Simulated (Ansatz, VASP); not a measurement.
## One calculation of SiC, two programs

```
Si C
1.0
     3.03960    0.00000    0.00000
    -1.51980    2.63237    0.00000
     0.00000    0.00000    4.98736
Si C
2 2
Direct
  0.33333 0.66667 0.00459
  0.66667 0.33333 0.50459
  0.33333 0.66667 0.38041
  0.66667 0.33333 0.88041
```

Alike in both runs: task single point; functional LDA; k mesh 8 × 8 × 4; no spin polarisation.

|  | VASP | Ansatz |
| --- | --- | --- |
| version | VASP 6.6.1 | Ansatz 0.2.0 |
| potentials or method | VASP PAW LDA potentials, release 64 (Si, C), cutoff 520 eV | all-electron LAPW, scalar-relativistic |
| occupations | gaussian, width 0.01 eV | fixed |

|  | VASP | Ansatz | Ansatz less VASP |
| --- | --- | --- | --- |
| gap on the k mesh at the Fermi level (eV) | 2.35 | 2.37 | +0.014 |
| pressure (GPa) | 4.4 | 4.0 | -0.45 |

LDA's correlation is that of Perdew and Zunger in VASP and of Perdew and Wang (1992) in Ansatz. Ansatz ran all-electron here, and VASP with PAW potentials.
